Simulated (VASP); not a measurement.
# BAs (I-4m2) in VASP: notebook, part 2 of 2

VASP 6.6.1.

### Step 6. Single point, PBE (strain +0.000 along x and y, +0.080 along z)

Contents of INCAR:

```
SYSTEM = BAs
PREC     = Accurate       ! precision mode
ENCUT    = 520            ! plane-wave cutoff, eV
EDIFF    = 1E-7           ! SCF threshold, eV
ISMEAR   = 0              ! smearing method
SIGMA    = 0.05           ! smearing width, eV
LREAL    = .False.        ! projectors in reciprocal space
LASPH    = .True.         ! aspherical terms in the spheres
NELM     = 100            ! most SCF steps
ALGO     = Normal         ! electronic algorithm
ISIF     = 2              ! what is computed and relaxed
LWAVE    = .False.        ! write WAVECAR
LCHARG   = .True.         ! write CHGCAR
GGA      = PE             ! functional
LELF     = .True.         ! ELF
LVHAR    = .True.       
NBANDS   = 11             ! bands
```

Contents of KPOINTS:

```
Automatic mesh
0
Gamma
  10 10 10
  0 0 0
```

Contents of POSCAR:

```
BAs
1.0
    0.0000000000      2.3885000000      2.5795800000
    2.3885000000      0.0000000000      2.5795800000
    2.3885000000      2.3885000000      0.0000000000
B As
1 1
Direct
    0.0000000000      0.0000000000      0.0000000000
    0.7500000000      0.7500000000      0.7500000000
```

Potentials or basis: VASP PAW PBE potentials, release 64 (B, As).

Run with:

```
$ cat potpaw_PBE.64/B/POTCAR potpaw_PBE.64/As/POTCAR > POTCAR
$ mpirun -np 1 vasp_std > vasp.out
```

OUTCAR:

```text
SYSTEM = BAs
   PREC = Accurate
   ENCUT = 520
   EDIFF = 1E-7
   ISMEAR = 0
   LREAL = .False.
   LASPH = .True.
   NELM = 100
   ISIF = 2
   GGA = PE

 ion  position               nearest neighbor table
   1  0.000  0.000  0.000-   2 2.13   2 2.13   2 2.13   2 2.13
   2  0.750  0.750  0.750-   1 2.13   1 2.13   1 2.13   1 2.13

  LATTYP: Found a body centered tetragonal cell.
 ALAT       =     3.3778490937
 C/A-ratio  =     1.5273506474

  Lattice vectors:

 A1 = (  -2.3885000000,   0.0000000000,   2.5795800000)
 A2 = (   2.3885000000,   0.0000000000,   2.5795800000)
 A3 = (   0.0000000000,   2.3885000000,  -2.5795800000)

Analysis of symmetry for initial positions (statically):
=====================================================================
 Subroutine PRICEL returns:
 Original cell was already a primitive cell.

 Routine SETGRP: Setting up the symmetry group for a
 body centered tetragonal supercell.

 Subroutine GETGRP returns: Found  8 space group operations
 (whereof  8 operations were pure point group operations)
 out of a pool of 16 trial point group operations.

The static configuration has the point symmetry D_2d.

Analysis of symmetry for dynamics (positions and initial velocities):
[... 164 lines left out ...]
 fundamental gap:      0.6993535756
 Fermi energy:         5.7690556729

 k-point     1 :       0.0000    0.0000    0.0000
  band No.  band energies     occupation
      1      -9.4110      2.00000
      2       4.7943      2.00000
      3       5.5672      2.00000
      4       5.5672      2.00000
      5       8.3652      0.00000
      6       8.3652      0.00000
      7       8.8468      0.00000
      8       8.9565      0.00000
      9      14.5605      0.00000
     10      16.7878      0.00000
     11      17.9981      0.00000
[... 309 lines left out ...]
 k-point    24 :       0.4000    0.3000    0.0000
  band No.  band energies     occupation
      1      -7.1833      2.00000
      2      -1.3211      2.00000
      3       1.9094      2.00000
      4       2.5347      2.00000
      5       7.6675      0.00000
      6       9.1110      0.00000
      7      13.4331      0.00000
      8      13.8687      0.00000
      9      16.2105      0.00000
     10      19.7340      0.00000
     11      21.1034      0.00000

 [... further k-points ...]
[... 5 lines left out ...]
  --------------------------------------------------------------------------------------
  -------------------------------------------------------------------------------------
  Total       -0.1302238     -0.1302238     -3.1274190      0.0000000      0.0000000     -0.0000000
  in kB       -7.0887800     -7.0887800   -170.2421746      0.0000000      0.0000000     -0.0000000
  external PRESSURE =     -61.4732449 kB  Pullay stress =       0.0000000 kB

 VOLUME and BASIS-vectors are now :
 -----------------------------------------------------------------------------
  energy-cutoff  :      520.00
  volume of cell :       29.43
      direct lattice vectors                 reciprocal lattice vectors
     0.000000000  2.388500000  2.579580000    -0.209336404  0.209336404  0.193830003
     2.388500000  0.000000000  2.579580000     0.209336404 -0.209336404  0.193830003
     2.388500000  2.388500000  0.000000000     0.209336404  0.209336404 -0.193830003

 POSITION                                       TOTAL-FORCE (eV/Angst)
 -----------------------------------------------------------------------------------
      0.00000      0.00000      0.00000        -0.000000     -0.000000     -0.000000
      3.58275      3.58275      3.86937         0.000000      0.000000      0.000000
 -----------------------------------------------------------------------------------
    total drift:                                0.000000      0.000000     -0.000000

  FREE ENERGIE OF THE ION-ELECTRON SYSTEM (eV)
  ---------------------------------------------------
  free  energy   TOTEN  =       -11.3091960777 eV

  energy  without entropy=      -11.3091960777  energy(sigma->0) =      -11.30919608
```

stdout:

```text
POSCAR found type information on POSCAR B As
 POSCAR found :  2 types and       2 ions
 scaLAPACK will be used
 LDA part: xc-table for (Slater+PW92), standard interpolation
 POSCAR, INCAR and KPOINTS ok, starting setup
 FFT: planning ... GRIDC
 FFT: planning ... GRID_SOFT
 FFT: planning ... GRID
 WAVECAR not read
 entering main loop
```

Wall time 53 s (1 thread of Intel Xeon 8259CL, shared host); peak memory 0.18 GiB.

Results:

- Free energy: -11.3092 eV
- Pressure: -6.1 GPa
- Band gap on the k mesh: 0.70 eV, indirect (least direct gap 2.80 eV)

Stress tensor (GPa, compression positive):
```
 -0.71   0.00   0.00
  0.00  -0.71   0.00
  0.00   0.00 -17.02
```

Caveat: the cell differs from its parent crystal (strain +0.000 along x and y, +0.080 along z).

### Step 7. The runs side by side

| cell | gap on the mesh (eV) | pressure (GPa) |
| --- | --- | --- |
| a = 3.451, b = 3.451, c = 3.243 Å, angles 62.0, 62.0, 56.0°, 2 atoms | 0.28 | 4.1 |
| a = 3.316, b = 3.316, c = 3.513 Å, angles 58.0, 58.0, 64.0°, 2 atoms | none | 3.9 |
| a = 3.381, b = 3.381, c = 3.513 Å, angles 58.7, 58.7, 62.6°, 2 atoms | 0.09 | -1.7 |
| a = 3.389, b = 3.389, c = 3.648 Å, angles 57.4, 57.4, 65.1°, 2 atoms | none | -5.8 |
| a = 3.516, b = 3.516, c = 3.378 Å, angles 61.3, 61.3, 57.4°, 2 atoms | 0.70 | -6.1 |

Alike in all rows: task single point; level PBE; potentials or basis VASP PAW PBE potentials, release 64 (B, As); no spin polarisation; k mesh 10 × 10 × 10; cutoff (eV) 520; smearing gaussian 0.05 eV.

Absolute energies hang on the potentials; compare differences alone.
